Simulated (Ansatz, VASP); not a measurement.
Two plane-wave programs on Sc4Mo

INCAR

```
SYSTEM = Sc4Mo
PREC = Accurate ; ENCUT = 520
EDIFF = 1E-6 ; ISMEAR = 0
SIGMA = 0.1 ; LREAL = .False.
LASPH = .True. ; NELM = 80
ALGO = Normal ; ISIF = 2
LWAVE = .False. ; LCHARG = .False.
GGA = PE ; NBANDS = 37
```

File KPOINTS:

```
Automatic mesh
0
Gamma
  4 4 4
  0 0 0
```

File POSCAR:

```
Sc4Mo
1.0
   -2.9294360300      2.9294360300      2.9294360300
    2.9294360300     -2.9294360300      2.9294360300
    2.9294360300      2.9294360300     -2.9294360300
Sc Mo
4 1
Direct
    0.5000000000      0.5000000000      0.5000000000
    0.0000000000      0.0000000000      0.5000000000
    0.0000000000      0.5000000000      0.0000000000
    0.5000000000      0.0000000000      0.0000000000
    0.0000000000      0.0000000000      0.0000000000
```

Input for Ansatz:

```yaml
crystal:
  lattice:
    - [-2.92943603, 2.92943603, 2.92943603]
    - [2.92943603, -2.92943603, 2.92943603]
    - [2.92943603, 2.92943603, -2.92943603]
  atoms:
    - { symbol: Sc, position: [0.5, 0.5, 0.5] }
    - { symbol: Sc, position: [0.0, 0.0, 0.5] }
    - { symbol: Sc, position: [0.0, 0.5, 0.0] }
    - { symbol: Sc, position: [0.5, 0.0, 0.0] }
    - { symbol: Mo, position: [0.0, 0.0, 0.0] }
basis:
  ecutwfc: 420
kpoints:
  mp_grid: { grid: [4, 4, 4] }
hamiltonian:
  xc: pbe
scf:
  occupations: { method: gaussian, width: 0.1 }
  lower_state_search: "off"
output:
  forces: true
  stress: true
  eigenvalues: true
```

Alike in both runs: task single point; functional PBE; k mesh 4 × 4 × 4; occupations gaussian, width 0.1 eV; no spin polarisation.

|  | VASP | Ansatz |
| --- | --- | --- |
| version | VASP 6.6.1 | Ansatz 0.2.0 |
| potentials or method | VASP PAW PBE potentials, release 64 (Sc_sv, Mo_sv), cutoff 520 eV | scalar-relativistic, plane waves, PAW |
| valence electrons in the cell | 58 | 58 |

|  | VASP | Ansatz | Ansatz less VASP |
| --- | --- | --- | --- |
| gap on the k mesh at the Fermi level (eV) | none | none | - |
| pressure (GPa) | 20.8 | 20.4 | -0.39 |

A gap of «none» marks a metal or a gap that the smearing closes. With one functional, cell and mesh, what is left measures potentials, basis and numerics.

The k mesh is coarse, so the values compare programs but aren't converged.
